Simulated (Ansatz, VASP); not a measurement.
## One calculation of Au, two programs

POSCAR

```
Au
1.0
    2.7122190000      0.0000000000      0.0000000000
    0.9044640000      2.5569680000      0.0000000000
    0.9044640000      0.6394520000      2.4757190000
Au
1
Direct
    0.0000000000      0.0000000000      0.0000000000
```

Contents of INCAR.step1:

```
PREC = Accurate ; ENCUT = 520
ISMEAR = 0 ; SIGMA = 0.0425
LREAL = F ; LASPH = T
NELM = 100 ; NBANDS = 12
GGA = PE ; ALGO = Normal
EDIFF = 1E-4 ; LWAVE = T
LCHARG = F
```

The input INCAR.step2:

```
PREC = Accurate ; ENCUT = 520
EDIFF = 1E-6 ; ISMEAR = 0
SIGMA = 0.0425 ; LREAL = F
LASPH = T ; NELM = 100
ALGO = Normal ; ISIF = 2
LWAVE = F ; LCHARG = F
METAGGA = R2SCAN ; LMIXTAU = T
NBANDS = 12 ; ISTART = 1
```

File KPOINTS:

```
regular mesh
0
Gamma
  13 13 13
```

Input for Ansatz:

```yaml
crystal:
  lattice:
    - [2.712219, 0.0, 0.0]
    - [0.904464, 2.556968, 0.0]
    - [0.904464, 0.639452, 2.475719]
  atoms:
    - { symbol: Au, position: [0.0, 0.0, 0.0] }
  symmetry: { tolerance: 0.0003 }
kpoints:
  mp_grid: { grid: [13, 13, 13], shift: [0, 0, 0] }
magnetization:
  spin_polarized: false
scf:
  occupations: { method: gaussian, width: 0.0425 }
  lower_state_search: "off"
  max_iter: 200
hamiltonian:
  pseudopotentials: { kind: paw }
  xc: r2scan
basis:
  ecutwfc: 500
  fft_grid_basis: typed
output:
  forces: true
  stress: true
  eigenvalues: true
  bader: true
  populations: true
  elf: true
  write_potential: true
  volumetric_format: npy
  dos:
    e_range: [-12, 8]
    de: 0.05
    projected: { site_lists: { Au: [Au] } }
checkpoint:
  read: saved_state
```

Alike in both runs: task single point; functional r2SCAN; k mesh 13 × 13 × 13; occupations gaussian, width 0.0425 eV; no spin polarisation.

|  | VASP | Ansatz |
| --- | --- | --- |
| version | VASP 6.6.1 | Ansatz 0.2.0 |
| potentials or method | VASP PAW PBE potentials, release 64 (Au), cutoff 520 eV | PAW plane waves |
| valence electrons in the cell | 11 | 19 |

```csv
,VASP,Ansatz,Ansatz less VASP
pressure (GPa),11.3,10.8,-0.42
"traceless stress, the component that is largest in VASP (GPa)",3.08,2.96,-0.118
```

VASP's potentials were made for PBE, not for r2SCAN. With one functional, cell and mesh, what is left measures potentials, basis and numerics. VASP's potentials hold 11 valence electrons a cell and Ansatz's 19, so a difference there can come from the potentials and not from the codes. Ansatz's warnings: structure snapped to symmetry.

Spin-orbit coupling is off throughout.
